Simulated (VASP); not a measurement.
# TaTlF4 (P4/mmm) in VASP: further runs

TaTlF4 is run at these levels: PBE; tasks: single point.

Program: VASP 6.6.1. These are calculated values, not measurements. Logs are shortened: lines on timing, memory, paths and dates and some standing lists are left out, and cuts for length are marked.

### Step 1. The cell of the first run

Symmetry: P4/mmm, No. 123, tetragonal system. Conventional cell: a = 3.475 Å, b = 3.475 Å, c = 4.762 Å, α = 90.00°, β = 90.00°, γ = 90.00°. Within 2.8 Å of Ta (site symmetry 4/mmm) lie 8 F at 2.09 Å and 2 Tl at 2.38 Å. Tl (site symmetry 4/mmm) has 8 F at 2.12 Å and 2 Ta at 2.38 Å within 2.8 Å. Within 2.8 Å of F (site symmetry 2mm) lie 2 Ta at 2.09 Å and 2 Tl at 2.12 Å and 6 F at 2.33 to 2.46 Å.

### Step 2. Single point, PBE, collinear spin

Contents of INCAR:

```
SYSTEM = TaTlF4
  ALGO = Normal
  EDIFF = 1E-7
  ENCUT = 520
  GGA = PE
  ISIF = 2
  ISMEAR = 0
  ISPIN = 2
  LASPH = .TRUE.
  LCHARG = .FALSE.
  LMAXMIX = 4
  LORBIT = 11
  LREAL = .FALSE.
  LWAVE = .FALSE.
  MAGMOM = 1 0 0 0 0 0
  NBANDS = 39
  NELM = 150
  PREC = Accurate
  SIGMA = 0.1
```

Contents of KPOINTS:

```
k-points
0
G
  6 6 4
  0 0 0
```

Contents of POSCAR:

```
TaTlF4
1.0
    3.4748489100      0.0000000000      0.0000000000
    0.0000000000      3.4748489100      0.0000000000
    0.0000000000      0.0000000000      4.7623642200
Ta Tl F
1 1 4
Direct
    0.5000000000      0.5000000000      0.0000000000
    0.5000000000      0.5000000000      0.5000000000
    0.5000000000      0.0000000000      0.2449151200
    0.0000000000      0.5000000000      0.7550848800
    0.5000000000      0.0000000000      0.7550848800
    0.0000000000      0.5000000000      0.2449151200
```

Potentials or basis: VASP PAW PBE potentials, release 64 (Ta_pv, Tl_d, F).

Launch:

```sh
cat potpaw_PBE.64/Ta_pv/POTCAR potpaw_PBE.64/Tl_d/POTCAR potpaw_PBE.64/F/POTCAR > POTCAR
mpirun -np 1 vasp_std > vasp.out
```

OUTCAR:

```text
SYSTEM = TaTlF4
   EDIFF = 1E-7
   ENCUT = 520
   GGA = PE
   ISIF = 2
   ISMEAR = 0
   ISPIN = 2
   LASPH = .TRUE.
   LORBIT = 11
   LREAL = .FALSE.
   NELM = 150
   PREC = Accurate

 ion  position               nearest neighbor table
   1  0.500  0.500  0.000-   3 2.09   4 2.09   5 2.09   6 2.09   3 2.09   5 2.09   4 2.09   6 2.09
                             2 2.38   2 2.38
   2  0.500  0.500  0.500-   3 2.12   4 2.12   5 2.12   6 2.12   3 2.12   5 2.12   4 2.12   6 2.12
                             1 2.38   1 2.38
   3  0.500  0.000  0.245-   1 2.09   1 2.09   2 2.12   2 2.12
   4  0.000  0.500  0.755-   1 2.09   1 2.09   2 2.12   2 2.12
   5  0.500  0.000  0.755-   1 2.09   1 2.09   2 2.12   2 2.12
   6  0.000  0.500  0.245-   1 2.09   1 2.09   2 2.12   2 2.12

  LATTYP: Found a simple tetragonal cell.
 ALAT       =     3.4748489100
 C/A-ratio  =     1.3705241129

  Lattice vectors:

 A1 = (   3.4748489100,   0.0000000000,   0.0000000000)
 A2 = (   0.0000000000,   3.4748489100,   0.0000000000)
 A3 = (   0.0000000000,   0.0000000000,   4.7623642200)

Analysis of symmetry for initial positions (statically):
=====================================================================
 Subroutine PRICEL returns:
 Original cell was already a primitive cell.

 Routine SETGRP: Setting up the symmetry group for a
 simple tetragonal supercell.

 Subroutine GETGRP returns: Found 16 space group operations
 (whereof 16 operations were pure point group operations)
 out of a pool of 16 trial point group operations.

The static configuration has the point symmetry D_4h.

Analysis of symmetry for dynamics (positions and initial velocities):
=====================================================================
 Subroutine PRICEL returns:
 Original cell was already a primitive cell.

 Routine SETGRP: Setting up the symmetry group for a
 simple tetragonal supercell.

 Subroutine GETGRP returns: Found 16 space group operations
 (whereof 16 operations were pure point group operations)
 out of a pool of 16 trial point group operations.

The dynamic configuration has the point symmetry D_4h.

Analysis of structural, dynamic, and magnetic symmetry:
=====================================================================
 Subroutine PRICEL returns:
 Original cell was already a primitive cell.

 Routine SETGRP: Setting up the symmetry group for a
 simple tetragonal supercell.

 Subroutine GETGRP returns: Found 16 space group operations
 (whereof 16 operations were pure point group operations)
 out of a pool of 16 trial point group operations.

The overall configuration has the point symmetry D_4h.

 Subroutine INISYM returns: Found 16 space group operations
 (whereof 16 operations are pure point group operations),
 and found     1 'primitive' translations

----------------------------------------------------------------------------------------

                                     Primitive cell

  volume of cell :      57.5035

  direct lattice vectors                    reciprocal lattice vectors
     3.474848910  0.000000000  0.000000000     0.287782297  0.000000000  0.000000000
     0.000000000  3.474848910  0.000000000     0.000000000  0.287782297  0.000000000
     0.000000000  0.000000000  4.762364220     0.000000000  0.000000000  0.209979740

  length of vectors
     3.474848910  3.474848910  4.762364220     0.287782297  0.287782297  0.209979740

  position of ions in fractional coordinates (direct lattice)
     0.500000000  0.500000000  0.000000000
     0.500000000  0.500000000  0.500000000
     0.500000000  0.000000000  0.244915120
     0.000000000  0.500000000  0.755084880
     0.500000000  0.000000000  0.755084880
     0.000000000  0.500000000  0.244915120

  ion indices of the primitive-cell ions
   primitive index   ion index
                 1           1
                 2           2
                 3           3
                 4           4
                 5           5
                 6           6

----------------------------------------------------------------------------------------

 KPOINTS: k-points

Automatic generation of k-mesh.
 Grid dimensions read from file:
 generate k-points for:    6    6    4

[... 45 lines left out ...]
   k-points           NKPTS =     30   k-points in BZ     NKDIM =     30   number of bands    NBANDS=     39
   number of dos      NEDOS =    301   number of ions     NIONS =      6
   total plane-waves  NPLWV =  28224
   dimension x,y,z NGX =    28 NGY =   28 NGZ =   36
   dimension x,y,z NGXF=    56 NGYF=   56 NGZF=   72
   ions per type =               1   1   4
   NGX,Y,Z   is equivalent  to a cutoff of  13.40, 13.40, 12.57 a.u.
   NGXF,Y,Z  is equivalent  to a cutoff of  26.79, 26.79, 25.13 a.u.
 SYSTEM =  TaTlF4
   PREC   = accura    normal or accurate (medium, high low for compatibility)
   ISTART =      0    job   : 0-new  1-cont  2-samecut
   ICHARG =      2    charge: 1-file 2-atom 10-const
   ISPIN  =      2    spin polarized calculation?
   LNONCOLLINEAR =      F non collinear calculations
   LSORBIT =      F    spin-orbit coupling
   LASPH  =      T    aspherical Exc in radial PAW
   ENCUT  =  520.0 eV  38.22 Ry    6.18 a.u.   6.46  6.46  8.85*2*pi/ulx,y,z
   NELM   =    150;   NELMIN=  2; NELMDL= -5     # of ELM steps
   EDIFF  = 0.1E-06   stopping-criterion for ELM
   LREAL  =      F    real-space projection
   EDIFFG = 0.1E-05   stopping-criterion for IOM
   NSW    =      0    number of steps for IOM
   IBRION =     -1    ionic relax: 0-MD 1-quasi-New 2-CG
   NFREE  =      0    steps in history (QN), initial steepest desc. (CG)
   ISIF   =      2    stress and relaxation
   ISYM   =      2    0-nonsym 1-usesym 2-fastsym
   POTIM  = 0.5000    time-step for ionic-motion
   TEBEG  =    0.0;   TEEND  =   0.0 temperature during run
   PSTRESS=    0.0 pullay stress
   NELECT =      52.0000    total number of electrons
   NUPDOWN=      -1.0000    fix difference up-down
   EMIN   =  10.00;   EMAX   =-10.00  energy-range for DOS
   EFERMI =   0.00;   METHOD = LEGACY
   ISMEAR =     0;   SIGMA  =   0.10  broadening in eV -4-tet -1-fermi 0-gaus
   EFERMI_NEDOS =   21; number of points for ismear=-14 and -15
   IALGO  =     38    algorithm
   IMIX   =      4    mixing-type and parameters
     AMIX     =   0.40;   BMIX     =  1.00
     AMIX_MAG =   1.60;   BMIX_MAG =  1.00
  volume/ion in A,a.u.               =       9.58        64.68
  Fermi-wavevector in a.u.,A,eV,Ry     =   1.583110  2.991644 34.099434  2.506238
  Thomas-Fermi vector in A             =   2.682931
   LORBIT       =     11    0 simple, 1 ext, 2 COOP (PROOUT), +10 PAW based schemes
   GGA     = PE    functional components
   LHFCALC =     F    Hartree Fock is set to
   AEXX    =    0.0000 exact exchange contribution
   IVDW    =     0    specifies the selected vdW correction
   LEPSILON=     F    determine dielectric tensor
   LRPA    =     F    only Hartree local field effects (RPA)
 spin polarized calculation
 Gauss-broadening in eV      SIGMA  =   0.10
  energy-cutoff  :      520.00
  volume of cell :       57.50
 maximum number of plane-waves:      1574
 NGX is ok and might be reduce to    28
   NGX = 13   NGY = 13   NGZ = 17

 number of electron      52.0000021 magnetization       1.2309492

 Free energy of the ion-electron system (eV)
  ---------------------------------------------------
  ext. energy  EPLUGINS =         0.00000000
  ---------------------------------------------------
  free energy    TOTEN  =       -21.23856557 eV

  energy without entropy =      -21.23640441  energy(sigma->0) =      -21.23748499

 E-fermi :  11.1332     XC(G=0): -12.4890

 val. band max:       11.1209872534   @ k =   0.5000   0.5000   0.0000
 cond. band min:      11.2079690217   @ k =   0.1667   0.0000   0.0000
 fundamental gap:      0.0869817682
 Fermi energy:        11.1332341214

 spin component 1

 k-point     1 :       0.0000    0.0000    0.0000
  band No.  band energies     occupation
      1     -26.5126      1.00000
      2     -26.0382      1.00000
      3     -26.0379      1.00000
      4     -19.1165      1.00000
      5     -17.8663      1.00000
      6     -17.3477      1.00000
[... 973 lines left out ...]
     37      25.1581      0.00000
     38      25.5990      0.00000

 [... further k-points ...]

 spin component 2

 k-point     1 :       0.0000    0.0000    0.0000
  band No.  band energies     occupation
      1     -26.2040      1.00000
      2     -25.3294      1.00000
      3     -25.3294      1.00000
      4     -19.0659      1.00000
      5     -17.8297      1.00000
      6     -17.3005      1.00000
[... 973 lines left out ...]
     37      25.2469      0.00000
     38      25.8172      0.00000

 [... further k-points ...]

 [bands above 38 left out]

------------------------ aborting loop because EDIFF is reached ----------------------------------------

  FORCE on cell =-STRESS in cart. coord.  units (eV):
  Direction    XX          YY          ZZ          XY          YZ          ZX
  --------------------------------------------------------------------------------------
  -------------------------------------------------------------------------------------
  Total       41.1979306     41.1979306     66.5202279      0.0000000      0.0000000     -0.0000000
  in kB     1147.8668832   1147.8668832   1853.4029629      0.0000000      0.0000000     -0.0000000
  external PRESSURE =    1383.0455764 kB  Pullay stress =       0.0000000 kB

 VOLUME and BASIS-vectors are now :
 -----------------------------------------------------------------------------
  energy-cutoff  :      520.00
  volume of cell :       57.50
      direct lattice vectors                 reciprocal lattice vectors
     3.474848910  0.000000000  0.000000000     0.287782297  0.000000000  0.000000000
     0.000000000  3.474848910  0.000000000     0.000000000  0.287782297  0.000000000
     0.000000000  0.000000000  4.762364220     0.000000000  0.000000000  0.209979740

 POSITION                                       TOTAL-FORCE (eV/Angst)
 -----------------------------------------------------------------------------------
      1.73742      1.73742      0.00000        -0.000000      0.000000      0.000000
      1.73742      1.73742      2.38118        -0.000000      0.000000      0.000000
      1.73742      0.00000      1.16638        -0.000000      0.000000     -4.059744
      0.00000      1.73742      3.59599         0.000000     -0.000000      4.059744
      1.73742      0.00000      3.59599         0.000000      0.000000      4.059744
      0.00000      1.73742      1.16638        -0.000000     -0.000000     -4.059744
 -----------------------------------------------------------------------------------
    total drift:                                0.000000      0.000000      0.000000

  FREE ENERGIE OF THE ION-ELECTRON SYSTEM (eV)
  ---------------------------------------------------
  free  energy   TOTEN  =       -21.2385655703 eV

  energy  without entropy=      -21.2364044059  energy(sigma->0) =      -21.23748499

 total charge

# of ion       s       p       d       tot
------------------------------------------
    1        0.264   6.232   2.797   9.293
    2        1.337   0.721  10.011  12.068
    3        1.767   4.452   0.000   6.219
    4        1.767   4.452   0.000   6.219
    5        1.767   4.452   0.000   6.219
    6        1.767   4.452   0.000   6.219
--------------------------------------------------
tot          8.669  24.759  12.808  46.236

 magnetization (x)

# of ion       s       p       d       tot
------------------------------------------
    1        0.007   0.010   0.877   0.894
    2        0.003   0.021   0.007   0.031
    3        0.002   0.012   0.000   0.015
    4        0.002   0.012   0.000   0.015
    5        0.002   0.012   0.000   0.015
    6        0.002   0.012   0.000   0.015
--------------------------------------------------
tot          0.019   0.079   0.885   0.983
```

Wall time 2.3 min (1 thread of Intel Xeon Platinum 8259CL at 2.50GHz (Skylake/Cascade Lake), shared host); peak memory 0.26 GiB.

Results:

```
Free energy                                           : -21.2386 eV
Pressure                                              : 138.3 GPa
Largest force                                         : 4.060 eV/Å
Net moment                                            : 1.23 μB per cell
Site moments                                          : Ta +0.89; Tl +0.03; F +0.01 μB
Valence electrons inside the program's atomic spheres : Ta 9.29; Tl 12.07; F 6.22
```

Forces on the atoms (eV/Å):
```
Ta   0.000  0.000  0.000
Tl   0.000  0.000  0.000
F    0.000  0.000 -4.060
F    0.000  0.000  4.060
F    0.000  0.000  4.060
F    0.000  0.000 -4.060
```

Caveat: the stress differs along the axes, from 115 to 185 GPa; spin-orbit coupling is left out, which moves the levels of the heavy elements; forces of over 1 eV/Å act on the atoms, so gaps and moduli don't describe the material at rest.

### Step 3. Single point, PBE, collinear spin

This run uses another cell than the first one, of 17.51 Å³/atom.

Contents of INCAR:

```
ALGO = Normal ; EDIFF = 1E-7
ENCUT = 520 ; GGA = PE
ISIF = 2 ; ISMEAR = 0
ISPIN = 2 ; LASPH = True
LCHARG = False ; LMAXMIX = 4
LORBIT = 11 ; LREAL = False
LWAVE = False ; MAGMOM = 1 0 0 0 0 0
NBANDS = 39 ; NELM = 150
PREC = Accurate ; SIGMA = 0.1
```

Contents of KPOINTS:

```
k-points
0
Gamma
  6 6 4
```

Contents of POSCAR:

```
TaTlF4
1.0
    3.5850583390      0.0000000000      0.0000000000
    0.0000000000      3.5850583390      0.0000000000
    0.0000000000      0.0000000000      8.1742630825
Ta Tl F
1 1 4
Direct
    0.5000000000      0.5000000000      0.0000000000
    0.5000000000      0.5000000000      0.5000000000
    0.5000000000      0.0000000000      0.1403860804
    0.0000000000      0.5000000000      0.8596139196
    0.5000000000      0.0000000000      0.8596139196
    0.0000000000      0.5000000000      0.1403860804
```

Potentials or basis: VASP PAW PBE potentials, release 64 (Ta_pv, Tl_d, F).

Launch:

```sh
cat potpaw_PBE.64/Ta_pv/POTCAR potpaw_PBE.64/Tl_d/POTCAR potpaw_PBE.64/F/POTCAR > POTCAR
mpirun -np 1 vasp_std > vasp.out
```

It took 4.7 min on 1 thread of Intel Xeon Platinum 8259CL at 2.50GHz (Skylake/Cascade Lake), shared host; peak memory 0.37 GiB.

It converged, with:

| Item | Value |
| --- | --- |
| Free energy | -34.9476 eV |
| Pressure | 0.2 GPa |
| Largest force | 0.046 eV/Å |
| Net moment | 1.30 μB per cell |
| Site moments | Ta +1.06; Tl -0.01; F +0.00 μB |
| Valence electrons inside the program's atomic spheres | Ta 8.52; Tl 11.11; F 6.11 |

Forces on the atoms (eV/Å):
```
Ta   0.000  0.000  0.000
Tl   0.000  0.000  0.000
F    0.000  0.000  0.046
F    0.000  0.000 -0.046
F    0.000  0.000 -0.046
F    0.000  0.000  0.046
```

Levels at points of the mesh, in eV from the Fermi level:
Spin up:
| k point | band 25 | band 26 | band 27 | band 28 | band 29 | band 30 |
| --- | --- | --- | --- | --- | --- | --- |
| (0.00, 0.00, 0.00) | -5.54 | -0.60 | -0.48 | 0.65 | 3.06 | 3.35 |
| (0.50, 0.00, 0.00) | -5.86 | -1.33 | -0.70 | 0.19 | 2.04 | 2.05 |
| (0.50, 0.50, 0.00) | -4.42 | -0.58 | 0.22 | 0.31 | 0.31 | 1.59 |
| (0.00, 0.00, 0.50) | -5.53 | -0.60 | -0.57 | 0.20 | 3.35 | 4.11 |
| (0.50, 0.00, 0.50) | -5.35 | -1.29 | -0.83 | 0.19 | 1.86 | 2.08 |
| (0.50, 0.50, 0.50) | -4.38 | -0.72 | 0.22 | 0.29 | 0.29 | 1.66 |
Spin down:
```csv
k point,band 22,band 23,band 24,band 25,band 26,band 27,band 28,band 29
"(0.00, 0.00, 0.00)",-5.90,-5.64,-5.64,-5.50,0.54,0.70,1.26,3.49
"(0.50, 0.00, 0.00)",-6.19,-6.13,-5.93,-5.83,-1.38,0.97,1.21,2.11
"(0.50, 0.50, 0.00)",-6.10,-5.22,-4.93,-4.41,0.27,0.27,1.12,1.20
"(0.00, 0.00, 0.50)",-5.82,-5.64,-5.64,-5.50,0.16,0.54,1.31,3.87
"(0.50, 0.00, 0.50)",-6.30,-6.19,-6.19,-5.33,-1.34,0.62,1.21,2.29
"(0.50, 0.50, 0.50)",-6.14,-5.22,-4.93,-4.38,0.27,0.27,0.94,1.13
```

Caveat: spin-orbit coupling is left out, which moves the levels of the heavy elements.
